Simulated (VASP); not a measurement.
Set up this calculation in VASP 6.6.1, as the native input.

| Property | Result |
| --- | --- |
| Task | single point |
| Functional | PBE |
| Potentials or basis | VASP PAW PBE potentials, release 64 (Cd, Si, P) |
| Cutoff | 500 eV |
| k mesh | 6 × 6 × 6 |
| Occupations | gaussian, width 0.01 eV |
| Spin | no spin polarisation |
| Dipole correction | no |
| Further INCAR settings | ALGO = Normal; EDIFF = 1e-06; NBANDS = 36 |

The structure of CdSiP2 lies in POSCAR:

```
CdSiP2
1.0
   -2.8333350674      2.8333350674      5.2362998882
    2.8333350674     -2.8333350674      5.2362998882
    2.8333350674      2.8333350674     -5.2362998882
Cd Si P
2 2 4
Direct
    0.7500000000      0.2500000000      0.5000000000
    0.0000000000      0.0000000000      0.0000000000
    0.5000000000      0.5000000000      0.0000000000
    0.2500000000      0.7500000000      0.5000000000
    0.8750000000      0.8293936402      0.4543936402
    0.1706063598      0.6250000000      0.0456063598
    0.3750000000      0.4206063598      0.5456063598
    0.5793936402      0.1250000000      0.9543936402
```

These files were run (other wordings do the same):

INCAR

```
ALGO = Normal ; EDIFF = 1E-6
ENCUT = 500 ; GGA = PE
GGA_COMPAT = False ; ISIF = 2
ISMEAR = 0 ; LASPH = True
LCHARG = True ; LELF = True
LREAL = False ; LVHAR = True
LWAVE = False ; NBANDS = 36
NELM = 120 ; PREC = Accurate
SIGMA = 0.01
```

KPOINTS

```
k-points
0
Gamma
  6 6 6
```

Potentials or basis: VASP PAW PBE potentials, release 64 (Cd, Si, P).

Launch:

```sh
$ cat potpaw_PBE.64/Cd/POTCAR potpaw_PBE.64/Si/POTCAR potpaw_PBE.64/P/POTCAR > POTCAR
$ mpirun -np 1 vasp_std > vasp.out
```

Results of the run:

```
Pressure               : 2.6 GPa
Largest force          : 0.005 eV/Å
Band gap on the k mesh : 1.36 eV
```

Wall time 4 min on 1 thread of AMD EPYC 9755 128-Core Processor, with other jobs on the host, peak memory 0.37 GiB.
